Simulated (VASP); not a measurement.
Here is a VASP 6.6.1 calculation.

INCAR

```
SYSTEM = Cu
PREC = Accurate
ENCUT = 520
EDIFF = 1E-6
ISMEAR = 0
SIGMA = 0.15
LREAL = .False.
LASPH = .True.
NELM = 80
ALGO = Normal
ISIF = 2
LWAVE = .False.
LCHARG = .True.
GGA = PE
LELF = .True.
LVHAR = .True.
NBANDS = 12
```

Contents of KPOINTS:

```
regular mesh
0
Gamma
  22 22 22
  0 0 0
```

The input POSCAR:

```
Cu
1.0
    0.0000000000      1.8526875000      1.8978750000
    1.8526875000      0.0000000000      1.8978750000
    1.8526875000      1.8526875000      0.0000000000
Cu
1
Direct
    0.0000000000      0.0000000000      0.0000000000
```

Potentials or basis: VASP PAW PBE potentials, release 64 (Cu).

Run with:

```console
$ cat potpaw_PBE.64/Cu/POTCAR > POTCAR
$ mpirun -np 1 vasp_std > vasp.out
```

(1) What does it give for the pressure?

Results:

(1) -9.1 GPa.

Caveat: the cell differs from its parent crystal (strain +0.025 along x and y, +0.050 along z).
